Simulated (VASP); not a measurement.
**MgO: single point with PBE**

MgO:

```
Mg O
1.0
     0.00000    2.30635    2.30635
     2.30635    0.00000    2.30635
     2.30635    2.30635    0.00000
Mg O
1 1
Direct
  0.00000 0.00000 0.00000
  0.75000 0.75000 0.75000
```

```
Program             : VASP 6.6.1
Task                : single point
Functional          : PBE
Potentials or basis : VASP PAW PBE potentials, release 64 (Mg, O)
Cutoff              : 520 eV
k mesh              : 8 × 8 × 8
Occupations         : gaussian, width 0.02 eV
Spin                : no spin polarisation
```

The pressure is -0.4 GPa. The band gap on the k mesh is 3.46 eV, direct.

Levels at points of the mesh, in eV from the valence-band top:
```csv
k point,band 2,band 3,band 4,band 5,band 6,band 7
"(0.00, 0.00, 0.00)",0.00,0.00,0.00,3.46,16.47,16.47
"(0.50, 0.00, 0.00)",-2.96,-0.18,-0.18,8.56,9.45,14.38
"(0.50, 0.50, 0.00)",-2.44,-0.73,-0.73,6.18,11.39,13.66
```

Wall time 6.2 s on 1 thread of AMD EPYC 7R13 Processor (Zen 3) (shared host), peak memory 0.11 GiB.

A hybrid or GW would open this gap; PBE tends to underestimate it.
